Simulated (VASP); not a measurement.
Wanted: the native input for a VASP 6.6.1 run.

- Task: single point
- Functional: PBE
- Potentials or basis: VASP PAW PBE potentials, release 64 (Ca_sv)
- Cutoff: 520 eV
- k mesh: 6 × 6 × 6
- Occupations: gaussian, width 0.1 eV
- Spin: no spin polarisation
- Dipole correction: no
- Further INCAR settings: ALGO = Normal; EDIFF = 1e-07; NBANDS = 11

The structure of Ca lies in POSCAR:

```
Ca
1.0
    0.0000000000      4.1840599300      4.1840599300
    4.1840599300      0.0000000000      4.1840599300
    4.1840599300      4.1840599300      0.0000000000
Ca
1
Direct
    0.7500000000      0.7500000000      0.7500000000
```

These files were run (other wordings do the same):

INCAR

```
  ALGO = Normal
  EDIFF = 1E-7
  ENCUT = 520
  GGA = PE
  ISIF = 2
  ISMEAR = 0
  LASPH = T
  LCHARG = F
  LREAL = F
  LWAVE = F
  NBANDS = 11
  NELM = 60
  PREC = Accurate
  SIGMA = 0.1
```

KPOINTS

```
k-points
0
Gamma
  6 6 6
```

Potentials or basis: VASP PAW PBE potentials, release 64 (Ca_sv).

The run is started by

```sh
$ cat potpaw_PBE.64/Ca_sv/POTCAR > POTCAR
$ mpirun -np 1 vasp_std > vasp.out
```

Results of the run:

```
Pressure               : -1.1 GPa
Band gap on the k mesh : 0.31 eV (least direct gap 0.67 eV)
```

Wall time 32 s on 1 thread of Intel(R) Xeon(R) Platinum 8488C (Sapphire Rapids), on a shared host, peak memory 0.29 GiB.
